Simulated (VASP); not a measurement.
# LiH in VASP: notebook

Runs on LiH. Level: r2SCAN. Tasks: single point.

All numbers are computed with VASP 6.6.1; they aren't measurements. Logs are shortened: lines on timing, memory, paths and dates and some standing lists are left out, and cuts for length are marked.

## Step 1: The cell of the first run

Symmetry: Fm-3m, No. 225, cubic system. Conventional cell: a = 4.074 Å, b = 4.074 Å, c = 4.074 Å, α = 90.00°, β = 90.00°, γ = 90.00°. Li (site symmetry m-3m) has 6 H at 2.04 Å within 2.7 Å. H (site symmetry m-3m) has 6 Li at 2.04 Å within 2.7 Å.

## Step 2: Single point, r2SCAN

Input file POSCAR:

```
LiH
1.0
    0.0000000000      2.0367500000      2.0367500000
    2.0367500000      0.0000000000      2.0367500000
    2.0367500000      2.0367500000      0.0000000000
Li H
1 1
Direct
    0.0000000000      0.0000000000      0.0000000000
    0.5000000000      0.5000000000      0.5000000000
```

Input file INCAR.step1:

```
SYSTEM = LiH
PREC     = Accurate       ! precision mode
ENCUT    = 520            ! plane-wave cutoff, eV
ISMEAR   = 0              ! smearing method
SIGMA    = 0.05           ! smearing width, eV
LREAL    = .FALSE.        ! projectors in reciprocal space
LASPH    = .TRUE.         ! aspherical terms in the spheres
NELM     = 80             ! most SCF steps
NBANDS   = 9              ! bands
GGA      = PE             ! functional
ALGO     = Normal         ! electronic algorithm
EDIFF    = 1E-4           ! SCF threshold, eV
LWAVE    = .TRUE.         ! write WAVECAR
LCHARG   = .FALSE.        ! write CHGCAR
```

Input file INCAR.step2:

```
SYSTEM = LiH
PREC     = Accurate       ! precision mode
ENCUT    = 520            ! plane-wave cutoff, eV
EDIFF    = 1E-7           ! SCF threshold, eV
ISMEAR   = 0              ! smearing method
SIGMA    = 0.05           ! smearing width, eV
LREAL    = .FALSE.        ! projectors in reciprocal space
LASPH    = .TRUE.         ! aspherical terms in the spheres
NELM     = 80             ! most SCF steps
ALGO     = Normal         ! electronic algorithm
ISIF     = 2              ! what is computed and relaxed
LWAVE    = .FALSE.        ! write WAVECAR
LCHARG   = .FALSE.        ! write CHGCAR
METAGGA  = R2SCAN         ! meta-GGA
LMIXTAU  = .TRUE.       
NBANDS   = 9              ! bands
ISTART   = 1
```

Input file KPOINTS:

```
regular mesh
0
G
  8 8 8
  0 0 0
```

Potentials or basis: VASP PAW PBE potentials, release 64 (Li_sv, H).

Started as:

```console
cat potpaw_PBE.64/Li_sv/POTCAR potpaw_PBE.64/H/POTCAR > POTCAR
cp INCAR.step1 INCAR
mpirun -np 1 vasp_std > vasp.out
cp INCAR.step2 INCAR
mpirun -np 1 vasp_std > vasp.out
```

OUTCAR:

```text
SYSTEM = LiH
   PREC = Accurate
   ENCUT = 520
   EDIFF = 1E-7
   ISMEAR = 0
   LREAL = .FALSE.
   LASPH = .TRUE.
   NELM = 80
   ISIF = 2
   METAGGA = R2SCAN
   ISTART = 1

 ion  position               nearest neighbor table
   1  0.000  0.000  0.000-
   2  0.500  0.500  0.500-

  LATTYP: Found a face centered cubic cell.
 ALAT       =     4.0735000000

  Lattice vectors:

 A1 = (   0.0000000000,   2.0367500000,   2.0367500000)
 A2 = (   2.0367500000,   0.0000000000,   2.0367500000)
 A3 = (   2.0367500000,   2.0367500000,   0.0000000000)

Analysis of symmetry for initial positions (statically):
=====================================================================
 Subroutine PRICEL returns:
 Original cell was already a primitive cell.

 Routine SETGRP: Setting up the symmetry group for a
 face centered cubic supercell.

 Subroutine GETGRP returns: Found 48 space group operations
 (whereof 48 operations were pure point group operations)
 out of a pool of 48 trial point group operations.

The static configuration has the point symmetry O_h .

Analysis of symmetry for dynamics (positions and initial velocities):
=====================================================================
 Subroutine PRICEL returns:
 Original cell was already a primitive cell.

 Routine SETGRP: Setting up the symmetry group for a
 face centered cubic supercell.

 Subroutine GETGRP returns: Found 48 space group operations
 (whereof 48 operations were pure point group operations)
 out of a pool of 48 trial point group operations.

The dynamic configuration has the point symmetry O_h .

 Subroutine INISYM returns: Found 48 space group operations
 (whereof 48 operations are pure point group operations),
 and found     1 'primitive' translations

----------------------------------------------------------------------------------------

                                     Primitive cell

  volume of cell :      16.8983

  direct lattice vectors                    reciprocal lattice vectors
     0.000000000  2.036750000  2.036750000    -0.245489137  0.245489137  0.245489137
     2.036750000  0.000000000  2.036750000     0.245489137 -0.245489137  0.245489137
     2.036750000  2.036750000  0.000000000     0.245489137  0.245489137 -0.245489137

  length of vectors
     2.880399473  2.880399473  2.880399473     0.425199658  0.425199658  0.425199658

  position of ions in fractional coordinates (direct lattice)
     0.000000000  0.000000000  0.000000000
[... 83 lines left out ...]
   NFREE  =      0    steps in history (QN), initial steepest desc. (CG)
   ISIF   =      2    stress and relaxation
   ISYM   =      2    0-nonsym 1-usesym 2-fastsym
   POTIM  = 0.5000    time-step for ionic-motion
   TEBEG  =    0.0;   TEEND  =   0.0 temperature during run
   PSTRESS=    0.0 pullay stress
   NELECT =       4.0000    total number of electrons
   NUPDOWN=      -1.0000    fix difference up-down
   EMIN   =  10.00;   EMAX   =-10.00  energy-range for DOS
   EFERMI =   0.00;   METHOD = LEGACY
   ISMEAR =     0;   SIGMA  =   0.05  broadening in eV -4-tet -1-fermi 0-gaus
   EFERMI_NEDOS =   21; number of points for ismear=-14 and -15
   IALGO  =     38    algorithm
   IMIX   =      4    mixing-type and parameters
     AMIX     =   0.40;   BMIX     =  1.00
     AMIX_MAG =   1.60;   BMIX_MAG =  1.00
  volume/ion in A,a.u.               =       8.45        57.02
  Fermi-wavevector in a.u.,A,eV,Ry     =   1.012699  1.913724 13.953585  1.025560
  Thomas-Fermi vector in A             =   2.145824
   LORBIT       =      0    0 simple, 1 ext, 2 COOP (PROOUT), +10 PAW based schemes
   METAGGA = R2SCAN    functional components
   LHFCALC =     F    Hartree Fock is set to
   AEXX    =    0.0000 exact exchange contribution
   IVDW    =     0    specifies the selected vdW correction
   LEPSILON=     F    determine dielectric tensor
   LRPA    =     F    only Hartree local field effects (RPA)
 non-spin polarized calculation
 Gauss-broadening in eV      SIGMA  =   0.05
  energy-cutoff  :      520.00
  volume of cell :       16.90
 maximum number of plane-waves:       469
 NGX is ok and might be reduce to    24
   NGX = 11   NGY = 11   NGZ = 11

 number of electron       3.9999999 magnetization

 Free energy of the ion-electron system (eV)
  ---------------------------------------------------
  ext. energy  EPLUGINS =         0.00000000
  ---------------------------------------------------
  free energy    TOTEN  =        -6.81294004 eV

  energy without entropy =       -6.81294004  energy(sigma->0) =       -6.81294004

 E-fermi :   0.0318     XC(G=0):  -8.6589

 val. band max:       -0.4041490266   @ k =   0.5000   0.5000   0.0000
 cond. band min:       3.2038206184   @ k =   0.5000   0.5000   0.0000
 fundamental gap:      3.6079696450
 Fermi energy:         0.0318256908

 k-point     1 :       0.0000    0.0000    0.0000
  band No.  band energies     occupation
      1     -46.1820      2.00000
      2      -5.6702      2.00000
      3      16.5705      0.00000
      4      18.4633      0.00000
      5      18.4633      0.00000
      6      18.4642      0.00000
      7      22.8240      0.00000
      8      22.8240      0.00000
      9      22.8242      0.00000
[... 265 lines left out ...]
 k-point    24 :      -0.3750    0.2500    0.1250
  band No.  band energies     occupation
      1     -46.1390      2.00000
      2      -2.0163      2.00000
      3       5.3181      0.00000
      4       9.0501      0.00000
      5      13.6722      0.00000
      6      17.1070      0.00000
      7      23.3212      0.00000
      8      26.6257      0.00000
      9      28.0763      0.00000

 [... further k-points ...]

------------------------ aborting loop because EDIFF is reached ----------------------------------------

  FORCE on cell =-STRESS in cart. coord.  units (eV):
  Direction    XX          YY          ZZ          XY          YZ          ZX
  --------------------------------------------------------------------------------------
  -------------------------------------------------------------------------------------
  Total       -0.2167945     -0.2167945     -0.2167945     -0.0000000      0.0000000     -0.0000000
  in kB      -20.5549127    -20.5549127    -20.5549127     -0.0000000      0.0000000     -0.0000000
  external PRESSURE =     -20.5549127 kB  Pullay stress =       0.0000000 kB

 VOLUME and BASIS-vectors are now :
 -----------------------------------------------------------------------------
  energy-cutoff  :      520.00
  volume of cell :       16.90
      direct lattice vectors                 reciprocal lattice vectors
     0.000000000  2.036750000  2.036750000    -0.245489137  0.245489137  0.245489137
     2.036750000  0.000000000  2.036750000     0.245489137 -0.245489137  0.245489137
     2.036750000  2.036750000  0.000000000     0.245489137  0.245489137 -0.245489137

 POSITION                                       TOTAL-FORCE (eV/Angst)
 -----------------------------------------------------------------------------------
      0.00000      0.00000      0.00000        -0.000000     -0.000000      0.000000
      2.03675      2.03675      2.03675         0.000000      0.000000     -0.000000
 -----------------------------------------------------------------------------------
    total drift:                                0.000000     -0.000000     -0.000000

  FREE ENERGIE OF THE ION-ELECTRON SYSTEM (eV)
  ---------------------------------------------------
  free  energy   TOTEN  =        -6.8129400365 eV

  energy  without entropy=       -6.8129400365  energy(sigma->0) =       -6.81294004
```

Wall time 19 s (1 thread of AMD EPYC 9R45 (Zen 5), shared host); peak memory 0.1 GiB.

What came out:

```
Free energy            : -6.8129 eV
Band gap on the k mesh : 3.61 eV, direct
```

Caveat: the cutoff is under 1.25 times the usual one of these potentials, so pressure, stress and relaxed cells hold a basis-set (Pulay) error; the PAW data sets were made with another functional, which shifts forces and pressure a little. r2SCAN opens gaps a little over a GGA but as a rule still falls short of measured ones.

## Step 3: Single point, r2SCAN

Input file POSCAR:

```
LiH
1.0
    0.0000000000      2.0163825000      2.0781042751
    2.0163825000      0.0000000000      2.0781042751
    2.0163825000      2.0163825000      0.0000000000
Li H
1 1
Direct
    0.0000000000      0.0000000000      0.0000000000
    0.5000000000      0.5000000000      0.5000000000
```

Input file INCAR.step1:

```
PREC = Accurate
ENCUT = 520
ISMEAR = 0
SIGMA = 0.05
LREAL = False
LASPH = True
NELM = 80
NBANDS = 9
GGA = PE
ALGO = Normal
EDIFF = 1E-4
LWAVE = True
LCHARG = False
```

Input file INCAR.step2:

```
PREC = Accurate
ENCUT = 520
EDIFF = 1E-6
ISMEAR = 0
SIGMA = 0.05
LREAL = False
LASPH = True
NELM = 80
ALGO = Normal
ISIF = 2
LWAVE = False
LCHARG = False
METAGGA = R2SCAN
LMIXTAU = True
NBANDS = 9
ISTART = 1
```

Input file KPOINTS:

```
Automatic mesh
0
Gamma
  8 8 8
```

Potentials or basis: VASP PAW PBE potentials, release 64 (Li_sv, H).

Started as:

```console
cat potpaw_PBE.64/Li_sv/POTCAR potpaw_PBE.64/H/POTCAR > POTCAR
cp INCAR.step1 INCAR
mpirun -np 1 vasp_std > vasp.out
cp INCAR.step2 INCAR
mpirun -np 1 vasp_std > vasp.out
```

OUTCAR:

```text
PREC = Accurate
   ENCUT = 520
   EDIFF = 1E-6
   ISMEAR = 0
   LREAL = False
   LASPH = True
   NELM = 80
   ISIF = 2
   METAGGA = R2SCAN
   ISTART = 1

 ion  position               nearest neighbor table
   1  0.000  0.000  0.000-
   2  0.500  0.500  0.500-

  LATTYP: Found a body centered tetragonal cell.
 ALAT       =     2.8515954784
 C/A-ratio  =     1.4575028547

  Lattice vectors:

 A1 = (  -2.0163825000,   0.0000000000,   2.0781042751)
 A2 = (   2.0163825000,   0.0000000000,   2.0781042751)
 A3 = (   0.0000000000,   2.0163825000,  -2.0781042751)

Analysis of symmetry for initial positions (statically):
=====================================================================
 Subroutine PRICEL returns:
 Original cell was already a primitive cell.

 Routine SETGRP: Setting up the symmetry group for a
 body centered tetragonal supercell.

 Subroutine GETGRP returns: Found 16 space group operations
 (whereof 16 operations were pure point group operations)
 out of a pool of 16 trial point group operations.

The static configuration has the point symmetry D_4h.

Analysis of symmetry for dynamics (positions and initial velocities):
[... 166 lines left out ...]

 k-point     1 :       0.0000    0.0000    0.0000
  band No.  band energies     occupation
      1     -46.1822      2.00000
      2      -5.6684      2.00000
      3      16.5479      0.00000
      4      18.3749      0.00000
      5      18.3752      0.00000
      6      18.6665      0.00000
      7      22.7163      0.00000
      8      22.8976      0.00000
      9      22.8976      0.00000
[... 265 lines left out ...]
 k-point    24 :       0.3750   -0.0000    0.1250
  band No.  band energies     occupation
      1     -46.1507      2.00000
      2      -3.5902      2.00000
      3       7.5696      0.00000
      4      12.8301      0.00000
      5      14.3912      0.00000
      6      17.7354      0.00000
      7      22.1274      0.00000
      8      23.8695      0.00000
      9      23.9756      0.00000

 [... further k-points ...]

------------------------ aborting loop because EDIFF is reached ----------------------------------------

  FORCE on cell =-STRESS in cart. coord.  units (eV):
  Direction    XX          YY          ZZ          XY          YZ          ZX
  --------------------------------------------------------------------------------------
  -------------------------------------------------------------------------------------
  Total       -0.1495956     -0.1495956     -0.3539049      0.0000000     -0.0000000      0.0000000
  in kB      -14.1835931    -14.1835931    -33.5547451      0.0000000     -0.0000000      0.0000000
  external PRESSURE =     -20.6406437 kB  Pullay stress =       0.0000000 kB

 VOLUME and BASIS-vectors are now :
 -----------------------------------------------------------------------------
  energy-cutoff  :      520.00
  volume of cell :       16.90
      direct lattice vectors                 reciprocal lattice vectors
     0.000000000  2.016382500  2.078104275    -0.247968825  0.247968825  0.240603903
     2.016382500  0.000000000  2.078104275     0.247968825 -0.247968825  0.240603903
     2.016382500  2.016382500  0.000000000     0.247968825  0.247968825 -0.240603903

 POSITION                                       TOTAL-FORCE (eV/Angst)
 -----------------------------------------------------------------------------------
      0.00000      0.00000      0.00000         0.000000     -0.000000      0.000000
      2.01638      2.01638      2.07810        -0.000000      0.000000     -0.000000
 -----------------------------------------------------------------------------------
    total drift:                                0.000000     -0.000000     -0.000000

  FREE ENERGIE OF THE ION-ELECTRON SYSTEM (eV)
  ---------------------------------------------------
  free  energy   TOTEN  =        -6.8106433422 eV

  energy  without entropy=       -6.8106433422  energy(sigma->0) =       -6.81064334
```

It took 28 s on 1 thread of AMD EPYC 9R45 (Zen 5), shared host; peak memory 0.11 GiB.

What came out:

* Free energy: -6.8106 eV
* Band gap on the k mesh: 3.27 eV, indirect (least direct gap 3.50 eV)

Caveat: the cutoff is under 1.25 times the usual one of these potentials, so pressure, stress and relaxed cells hold a basis-set (Pulay) error; the PAW data sets were made with another functional, which shifts forces and pressure a little. r2SCAN opens gaps a little over a GGA but as a rule still falls short of measured ones.

[end of part 1 of 2]
